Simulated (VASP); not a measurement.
# CsAs3 (Immm) in VASP: single point with PBE

Aim: the single point of CsAs3 with PBE.

All numbers are computed with VASP 6.6.1; they aren't measurements. Logs are shortened: lines on timing, memory, paths and dates and some standing lists are left out, and cuts for length are marked.

## (1) The cell of the first run

The structure is orthorhombic, space group Immm (No. 71). The conventional cell has a = 3.466 Å, b = 6.738 Å, c = 10.395 Å, α = 90.00°, β = 90.00°, γ = 90.00°. Cs (site symmetry mmm) has 2 Cs at 3.47 Å and 12 As at 3.76 to 3.85 Å within 4.6 Å. Within 3.5 Å of As (site symmetry mm2) lie 4 As at 2.54 to 3.47 Å. As (site symmetry mmm) has 6 As at 2.54 to 3.47 Å within 3.5 Å.

The cell was generated, and may not be a known phase.

## (2) Single point, PBE

Input file INCAR:

```
SYSTEM = CsAs3
ALGO = Normal
EDIFF = 1E-7
ENCUT = 520
GGA = PE
ISIF = 2
ISMEAR = 0
LASPH = .TRUE.
LCHARG = .TRUE.
LELF = .TRUE.
LREAL = .FALSE.
LVHAR = .TRUE.
LWAVE = .FALSE.
NBANDS = 20
NELM = 60
PREC = Accurate
SIGMA = 0.1
```

Input file KPOINTS:

```
k-points
0
G
  14 14 14
  0 0 0
```

Input file POSCAR:

```
CsAs3
1.0
   -1.7332071372      3.3687575420      5.1975506636
    1.7332071372     -3.3687575420      5.1975506636
    1.7332071372      3.3687575420     -5.1975506636
Cs As
1 3
Direct
    0.5000000000      0.0000000000      0.5000000000
    0.8212142705      0.8212142705      0.0000000000
    0.1787857295      0.1787857295      0.0000000000
    0.0000000000      0.5000000000      0.5000000000
```

Potentials or basis: VASP PAW PBE potentials, release 64 (Cs_sv, As).

Run with:

```
$ cat potpaw_PBE.64/Cs_sv/POTCAR potpaw_PBE.64/As/POTCAR > POTCAR
$ mpirun -np 1 vasp_std > vasp.out
```

OUTCAR:

```text
SYSTEM = CsAs3
   EDIFF = 1E-7
   ENCUT = 520
   GGA = PE
   ISIF = 2
   ISMEAR = 0
   LASPH = .TRUE.
   LREAL = .FALSE.
   NELM = 60
   PREC = Accurate

 ion  position               nearest neighbor table
   1  0.500  0.000  0.500-
   2  0.821  0.821  0.000-   4 2.54   4 2.54
   3  0.179  0.179  0.000-   4 2.54   4 2.54
   4  0.000  0.500  0.500-   3 2.54   2 2.54   3 2.54   2 2.54

  LATTYP: Found a body centered orthorhombic cell.
 ALAT       =     3.4664142744
 B/A-ratio  =     1.9436554753
 C/A-ratio  =     2.9988052507

  Lattice vectors:

 A1 = (  -1.7332071372,   3.3687575420,   5.1975506636)
 A2 = (   1.7332071372,  -3.3687575420,   5.1975506636)
 A3 = (   1.7332071372,   3.3687575420,  -5.1975506636)

Analysis of symmetry for initial positions (statically):
=====================================================================
 Subroutine PRICEL returns:
 Original cell was already a primitive cell.

 Routine SETGRP: Setting up the symmetry group for a
 body centered orthorhombic supercell.

 Subroutine GETGRP returns: Found  8 space group operations
 (whereof  8 operations were pure point group operations)
 out of a pool of  8 trial point group operations.

The static configuration has the point symmetry D_2h.

Analysis of symmetry for dynamics (positions and initial velocities):
=====================================================================
 Subroutine PRICEL returns:
 Original cell was already a primitive cell.

 Routine SETGRP: Setting up the symmetry group for a
 body centered orthorhombic supercell.

 Subroutine GETGRP returns: Found  8 space group operations
 (whereof  8 operations were pure point group operations)
 out of a pool of  8 trial point group operations.

The dynamic configuration has the point symmetry D_2h.

 Subroutine INISYM returns: Found  8 space group operations
 (whereof  8 operations are pure point group operations),
 and found     1 'primitive' translations

----------------------------------------------------------------------------------------

                                     Primitive cell

  volume of cell :     121.3889

  direct lattice vectors                    reciprocal lattice vectors
    -1.733207137  3.368757542  5.197550664     0.000000000  0.148422673  0.096199158
     1.733207137 -3.368757542  5.197550664     0.288482542  0.000000000  0.096199158
     1.733207137  3.368757542 -5.197550664     0.288482542  0.148422673  0.000000000

  length of vectors
     6.431723506  6.431723506  6.431723506     0.176871615  0.304099416  0.324424824

  position of ions in fractional coordinates (direct lattice)
     0.500000000  0.000000000  0.500000000
     0.821214271  0.821214271  0.000000000
     0.178785729  0.178785729  0.000000000
     0.000000000  0.500000000  0.500000000

  ion indices of the primitive-cell ions
   primitive index   ion index
                 1           1
                 2           2
                 3           3
                 4           4

----------------------------------------------------------------------------------------

 KPOINTS: k-points

Automatic generation of k-mesh.
 Grid dimensions read from file:
 generate k-points for:   14   14   14

 Generating k-lattice:

  Cartesian coordinates                     Fractional coordinates (reciprocal lattice)
     0.000000000  0.010601620  0.006871368     0.071428571  0.000000000  0.000000000
     0.020605896  0.000000000  0.006871368    -0.000000000  0.071428571  0.000000000
     0.020605896  0.010601620  0.000000000    -0.000000000  0.000000000  0.071428571

  Length of vectors
     0.012633687  0.021721387  0.023173202

  Shift w.r.t. Gamma in fractional coordinates (k-lattice)
     0.000000000  0.000000000  0.000000000

 Subroutine IBZKPT returns following result:
 ===========================================

 Found    428 irreducible k-points:

 Following reciprocal coordinates:
            Coordinates               Weight
  0.000000  0.000000  0.000000      1.000000
  0.071429 -0.000000  0.000000      4.000000
  0.142857 -0.000000  0.000000      4.000000
  0.214286 -0.000000  0.000000      4.000000
  0.285714 -0.000000  0.000000      4.000000
  0.357143 -0.000000  0.000000      4.000000
[... 16 lines left out ...]
  0.000000  0.142857  0.000000      4.000000
  0.071429  0.142857  0.000000      8.000000
 [... further k-points ...]
   k-points           NKPTS =    428   k-points in BZ     NKDIM =    428   number of bands    NBANDS=     20
   number of dos      NEDOS =    301   number of ions     NIONS =      4
   total plane-waves  NPLWV = 110592
   dimension x,y,z NGX =    48 NGY =   48 NGZ =   48
   dimension x,y,z NGXF=    96 NGYF=   96 NGZF=   96
   ions per type =               1   3
   NGX,Y,Z   is equivalent  to a cutoff of  12.41, 12.41, 12.41 a.u.
   NGXF,Y,Z  is equivalent  to a cutoff of  24.81, 24.81, 24.81 a.u.
 SYSTEM =  CsAs3
   PREC   = accura    normal or accurate (medium, high low for compatibility)
   ISTART =      0    job   : 0-new  1-cont  2-samecut
   ICHARG =      2    charge: 1-file 2-atom 10-const
   ISPIN  =      1    spin polarized calculation?
   LNONCOLLINEAR =      F non collinear calculations
   LSORBIT =      F    spin-orbit coupling
   LASPH  =      T    aspherical Exc in radial PAW
   ENCUT  =  520.0 eV  38.22 Ry    6.18 a.u.  11.96 11.96 11.96*2*pi/ulx,y,z
   NELM   =     60;   NELMIN=  2; NELMDL= -5     # of ELM steps
   EDIFF  = 0.1E-06   stopping-criterion for ELM
   LREAL  =      F    real-space projection
   EDIFFG = 0.1E-05   stopping-criterion for IOM
   NSW    =      0    number of steps for IOM
   IBRION =     -1    ionic relax: 0-MD 1-quasi-New 2-CG
   NFREE  =      0    steps in history (QN), initial steepest desc. (CG)
   ISIF   =      2    stress and relaxation
   ISYM   =      2    0-nonsym 1-usesym 2-fastsym
   POTIM  = 0.5000    time-step for ionic-motion
   TEBEG  =    0.0;   TEEND  =   0.0 temperature during run
   PSTRESS=    0.0 pullay stress
   NELECT =      24.0000    total number of electrons
   NUPDOWN=      -1.0000    fix difference up-down
   EMIN   =  10.00;   EMAX   =-10.00  energy-range for DOS
   EFERMI =   0.00;   METHOD = LEGACY
   ISMEAR =     0;   SIGMA  =   0.10  broadening in eV -4-tet -1-fermi 0-gaus
   EFERMI_NEDOS =   21; number of points for ismear=-14 and -15
   IALGO  =     38    algorithm
   IMIX   =      4    mixing-type and parameters
     AMIX     =   0.40;   BMIX     =  1.00
     AMIX_MAG =   1.60;   BMIX_MAG =  1.00
  volume/ion in A,a.u.               =      30.35       204.79
  Fermi-wavevector in a.u.,A,eV,Ry     =   0.953716  1.802261 12.375500  0.909574
  Thomas-Fermi vector in A             =   2.082396
   LORBIT       =      0    0 simple, 1 ext, 2 COOP (PROOUT), +10 PAW based schemes
   GGA     = PE    functional components
   LHFCALC =     F    Hartree Fock is set to
   AEXX    =    0.0000 exact exchange contribution
   IVDW    =     0    specifies the selected vdW correction
   LEPSILON=     F    determine dielectric tensor
   LRPA    =     F    only Hartree local field effects (RPA)
 non-spin polarized calculation
 Gauss-broadening in eV      SIGMA  =   0.10
  energy-cutoff  :      520.00
  volume of cell :      121.39
 maximum number of plane-waves:      3310
   NGX = 23   NGY = 23   NGZ = 23

 number of electron      23.9999998 magnetization

 Free energy of the ion-electron system (eV)
  ---------------------------------------------------
  ext. energy  EPLUGINS =         0.00000000
  ---------------------------------------------------
  free energy    TOTEN  =       -14.38182352 eV

  energy without entropy =      -14.36904108  energy(sigma->0) =      -14.37543230

 E-fermi :   2.8993     XC(G=0):  -8.8815

 val. band max:        2.8976750014   @ k =  -0.4286  -0.4286   0.2857
 cond. band min:       2.9016921782   @ k =  -0.1429  -0.4286   0.0714
 fundamental gap:      0.0040171767
 Fermi energy:         2.8993380606

 k-point     1 :       0.0000    0.0000    0.0000
  band No.  band energies     occupation
      1     -19.2678      2.00000
      2     -10.4473      2.00000
      3      -7.7125      2.00000
      4      -6.2249      2.00000
      5      -6.1169      2.00000
      6      -4.8288      2.00000
[... 12 lines left out ...]
     19       8.9849      0.00000
     20       9.6555      0.00000

 k-point     2 :       0.0714   -0.0000    0.0000
  band No.  band energies     occupation
      1     -19.2676      2.00000
      2     -10.4484      2.00000
      3      -7.7234      2.00000
      4      -6.2141      2.00000
      5      -6.1279      2.00000
      6      -4.7983      2.00000
[... 12 lines left out ...]
     19       8.9688      0.00000
     20       9.5181      0.00000

 k-point     3 :       0.1429   -0.0000    0.0000
  band No.  band energies     occupation
      1     -19.2673      2.00000
      2     -10.4512      2.00000
      3      -7.7538      2.00000
      4      -6.1957      2.00000
      5      -6.1431      2.00000
      6      -4.7946      2.00000
[... 12 lines left out ...]
     19       8.9084      0.00000
     20       9.1622      0.00000

 k-point     4 :       0.2143   -0.0000    0.0000
  band No.  band energies     occupation
      1     -19.2668      2.00000
      2     -10.4553      2.00000
      3      -7.7971      2.00000
      4      -6.2203      2.00000
      5      -6.1061      2.00000
      6      -4.7945      2.00000
[... 12 lines left out ...]
     19       8.6993      0.00000
     20       8.8153      0.00000

 k-point     5 :       0.2857   -0.0000    0.0000
  band No.  band energies     occupation
      1     -19.2663      2.00000
      2     -10.4596      2.00000
      3      -7.8443      2.00000
      4      -6.2590      2.00000
      5      -6.0448      2.00000
      6      -4.7944      2.00000
[... 12 lines left out ...]
     19       8.3349      0.00000
     20       8.6735      0.00000
[... 353 lines left out ...]
      6      -4.9664      2.00000
[... 12 lines left out ...]
     19       9.0127      0.00000
     20       9.2830      0.00000

 k-point    22 :      -0.0714    0.0714    0.0000
  band No.  band energies     occupation
      1     -19.2497      2.00000
      2     -10.3914      2.00000
      3      -7.6728      2.00000
      4      -6.1898      2.00000
      5      -6.0943      2.00000
      6      -4.9667      2.00000
[... 12 lines left out ...]
     19       9.1233      0.00000
     20       9.5849      0.00000

 k-point    23 :       0.0000    0.1429    0.0000
  band No.  band energies     occupation
      1     -19.1986      2.00000
      2     -10.2124      2.00000
      3      -7.5439      2.00000
      4      -6.1366      2.00000
      5      -6.0750      2.00000
      6      -5.4002      2.00000
[... 12 lines left out ...]
     19       9.5404      0.00000
     20       9.5616      0.00000

 k-point    24 :       0.0714    0.1429    0.0000
  band No.  band energies     occupation
      1     -19.1984      2.00000
      2     -10.2094      2.00000
      3      -7.5714      2.00000
      4      -6.1349      2.00000
      5      -6.1021      2.00000
      6      -5.3999      2.00000
[... 12 lines left out ...]
     19       9.3018      0.00000
     20       9.3677      0.00000

 [... further k-points ...]
[... 5 lines left out ...]
  --------------------------------------------------------------------------------------
  -------------------------------------------------------------------------------------
  Total        0.1443238      0.0555631      0.1441930      0.0000000      0.0000000      0.0000000
  in kB        1.9048886      0.7333611      1.9031616      0.0000000      0.0000000      0.0000000
  external PRESSURE =       1.5138038 kB  Pullay stress =       0.0000000 kB

 VOLUME and BASIS-vectors are now :
 -----------------------------------------------------------------------------
  energy-cutoff  :      520.00
  volume of cell :      121.39
      direct lattice vectors                 reciprocal lattice vectors
    -1.733207137  3.368757542  5.197550664     0.000000000  0.148422673  0.096199158
     1.733207137 -3.368757542  5.197550664     0.288482542  0.000000000  0.096199158
     1.733207137  3.368757542 -5.197550664     0.288482542  0.148422673  0.000000000

 POSITION                                       TOTAL-FORCE (eV/Angst)
 -----------------------------------------------------------------------------------
      0.00000      3.36876      0.00000        -0.000000      0.000000      0.000000
      0.00000      0.00000      8.53661        -0.000000      0.000000     -0.028808
      0.00000      0.00000      1.85850         0.000000     -0.000000      0.028808
      1.73321      0.00000      0.00000        -0.000000      0.000000      0.000000
 -----------------------------------------------------------------------------------
    total drift:                               -0.000000     -0.000000      0.000000

  FREE ENERGIE OF THE ION-ELECTRON SYSTEM (eV)
  ---------------------------------------------------
  free  energy   TOTEN  =       -14.3818235182 eV

  energy  without entropy=      -14.3690410789  energy(sigma->0) =      -14.37543230
```

Wall time 39 min (1 thread of Intel Xeon 8259CL, shared host); peak memory 1 GiB.

Results:

```yaml
Free_energy: -14.3818 eV
Pressure: 0.2 GPa
Largest_force: 0.029 eV/Å
Band_gap_on_the_k_mesh: zero (bands 12 and 13 overlap by 1.51 eV)
```

Forces on the atoms (eV/Å):
```
Cs   0.000  0.000  0.000
As   0.000  0.000 -0.029
As   0.000  0.000  0.029
As   0.000  0.000  0.000
```

Caveat: spin-orbit coupling is left out, which moves the levels of the heavy elements.
